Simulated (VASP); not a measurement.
The system is C.

```xyz
4
Lattice="2.5407 0.0000 0.0000 -1.2704 2.2003 0.0000 0.0000 0.0000 4.1684" Properties=species:S:1:pos:R:3 pbc="T T T"
C     0.0000    1.4669    0.0007
C     1.2704    0.7334    2.0849
C     0.0000    1.4669    1.5624
C     1.2704    0.7334    3.6466
```

This cell differs from its parent crystal: epitaxial xy strain +1.5%.

Program: VASP 6.6.1. Alike in all runs: task single point; potentials or basis VASP PAW PBE potentials, release 64 (C); no spin polarisation; cell as given; cutoff (eV) 520.

Question: Order these runs on this cell by their pressure, lowest first.
A. level r2SCAN; k mesh 12 × 12 × 6; smearing gaussian 0.01 eV
B. level HSE06; k mesh 9 × 9 × 4; smearing gaussian 0.01 eV; grid for exact exchange (PRECFOCK) Normal; share of exact exchange 0.25; screening parameter 0.2079 1/Å
C. level PBE; k mesh 12 × 12 × 6; smearing fermi-dirac 0.02 eV

Answer: B (-17.4 GPa), A (-11.5 GPa), C (-7.7 GPa).

Caveats: the cell stands under tension; the PAW data sets were made with another functional, which shifts forces and pressure a little (at least some runs).
